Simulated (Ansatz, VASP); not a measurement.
# Two plane-wave programs on LaHfO

```
La Hf O
1.0
     3.72020    0.00000    0.00000
     0.00000    3.72020    0.00000
     0.00000    0.00000    4.29943
La Hf O
1 1 1
Direct
  0.50000 0.50000 0.50000
  0.00000 0.00000 0.00000
  0.00000 0.00000 0.50000
```

Alike in both runs: functional PBE; k mesh 10 × 10 × 8; occupations gaussian, width 0.1 eV; no spin polarisation.

Ansatz relaxed the structure, and its values are those at the end. VASP's run is a single point on that final structure, the one shown.

```csv
,VASP,Ansatz
version,VASP 6.6.1,Ansatz 0.2.0
potentials or method,"VASP PAW PBE potentials, release 64 (La, Hf_pv, O), cutoff 520 eV","scalar-relativistic, plane waves, PAW"
valence electrons in the cell,27,43
```

VASP gave:

| Property | Result |
| --- | --- |
| gap on the k mesh at the Fermi level (eV) | none |
| pressure (GPa) | -0.7 |

Problem. Which values does Ansatz return?

Solution. gap on the k mesh at the Fermi level (eV): none; pressure (GPa): 0.0.

A gap of «none» marks a metal or a gap that the smearing closes. VASP's potentials hold 27 valence electrons a cell and Ansatz's 43, so a difference there can come from the potentials and not from the codes.

Neither program's run includes spin-orbit coupling.
